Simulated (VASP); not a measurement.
Runs of VASP 6.6.1 on Si. The structure is that of space group Fd-3m (No. 227), or close to it. The cells are those of the table. 

```csv
cell,gap on the mesh (eV),pressure (GPa)
"a = 3.772 Å, angles 60.0°, 2 atoms",0.47,(a)
"a = 3.925 Å, angles 60.0°, 2 atoms",0.70,-5.1
"a = 3.888 Å, angles 60.0°, 2 atoms",0.66,(c)
"a = 3.850 Å, angles 60.0°, 2 atoms",(b),-0.4
"a = 3.812 Å, angles 60.0°, 2 atoms",0.54,2.6
```

Alike in all rows: task single point; level PBEsol; potentials or basis VASP PAW PBE potentials, release 64 (Si); no spin polarisation; k mesh 6 × 6 × 6; cutoff (eV) 520; smearing gaussian 0.01 eV.

**Question.** Fill in the values left out.

**Answer.** (a) 6.0; (b) 0.60; (c) -2.9.

Caveats: the PAW data sets were made with another functional, which shifts forces and pressure a little.

A k mesh can miss the band edges.
